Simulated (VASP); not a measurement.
Write the native input for VASP 6.6.1 that does the following.

| Property | Result |
| --- | --- |
| Task | single point |
| Functional | PBE |
| Potentials or basis | VASP PAW PBE potentials, release 64 (Mg, O) |
| Cutoff | 520 eV |
| k mesh | 10 × 10 × 10 |
| Occupations | fermi-dirac, width 0.02 eV |
| Spin | no spin polarisation |
| Dipole correction | no |
| Further INCAR settings | ALGO = Normal; EDIFF = 1e-07; NBANDS = 11 |

The structure of MgO (Periclase) lies in POSCAR:

```
MgO
1.0
    0.0000000000      1.9796116298      2.1021680257
    1.9796116298      0.0000000000      2.1021680257
    1.9796116298      1.9796116298      0.0000000000
Mg O
1 1
Direct
    0.0000000000      0.0000000000      0.0000000000
    0.5000000000      0.5000000000      0.5000000000
```

This cell differs from its parent crystal: biaxial xy strain -5.8%.

The input as run:

INCAR

```
SYSTEM = MgO
PREC = Accurate
ENCUT = 520
EDIFF = 1E-7
ISMEAR = -1
SIGMA = 0.02
LREAL = .FALSE.
LASPH = .TRUE.
NELM = 60
ALGO = Normal
ISIF = 2
LWAVE = .FALSE.
LCHARG = .FALSE.
GGA = PE
NBANDS = 11
```

KPOINTS

```
regular mesh
0
G
  10 10 10
  0 0 0
```

Potentials or basis: VASP PAW PBE potentials, release 64 (Mg, O).

Launch:

```sh
$ cat potpaw_PBE.64/Mg/POTCAR potpaw_PBE.64/O/POTCAR > POTCAR
$ mpirun -np 1 vasp_std > vasp.out
```

Results of the run:

The pressure is 32.9 GPa. The band gap on the k mesh is 5.95 eV, direct.

Caveat: the cell differs from its parent crystal (biaxial xy strain -5.8%).

Wall time 28 s on 1 thread of Intel Xeon 8259CL (shared host), peak memory 0.15 GiB.
